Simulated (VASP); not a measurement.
Si2Ni:

```
Ni Si
1.0
     0.00000    2.70300    2.70300
     2.70300    0.00000    2.70300
     2.70300    2.70300    0.00000
Ni Si
1 2
Cartesian
  0.0000 0.0000 0.0000
  4.0545 4.0545 4.0545
  1.3515 1.3515 1.3515
```

| Quantity | Value |
| --- | --- |
| Program | VASP 6.6.1 |
| Task | relaxation of cell and atoms |
| Functional | BLYP |
| Potentials or basis | VASP PAW PBE potentials, release 64 (Ni, Si) |
| Cutoff | 600 eV |
| k mesh | 9 × 9 × 9 |
| Occupations | fermi-dirac, width 0.05 eV |
| Spin | collinear spin, ferromagnetic start |
| Starting moments | [1.0, 0.0, 0.0] μB |

At the start: pressure 11.6 GPa; volume 13.17 Å³/atom.

**Question.** How do energy, volume and symmetry change on relaxing?

**Answer.** Over 3 steps the energy falls by 37.5 meV/atom and the volume is 14.28 Å³/atom (+8.5 %); space group Fm-3m (No. 225, to 0.05 Å); moment 0.00 μB per cell.

The path:
```
step  energy change (eV)  largest force (eV/Å)  pressure (GPa)  volume (Å³)
   1              0.0000                0.0000           11.64        39.50
   2             -0.0678                0.0000           -5.68        45.22
   3             -0.1126                0.0000           -0.03        42.84
```

Final structure:
```
Ni Si
1.0
     0.00000    2.77724    2.77724
     2.77724    0.00000    2.77724
     2.77724    2.77724    0.00000
Ni Si
1 2
Cartesian
  0.0000 0.0000 0.0000
  4.1659 4.1659 4.1659
  1.3886 1.3886 1.3886
```

Caveat: the PAW data sets were made with another functional, which shifts forces and pressure a little.
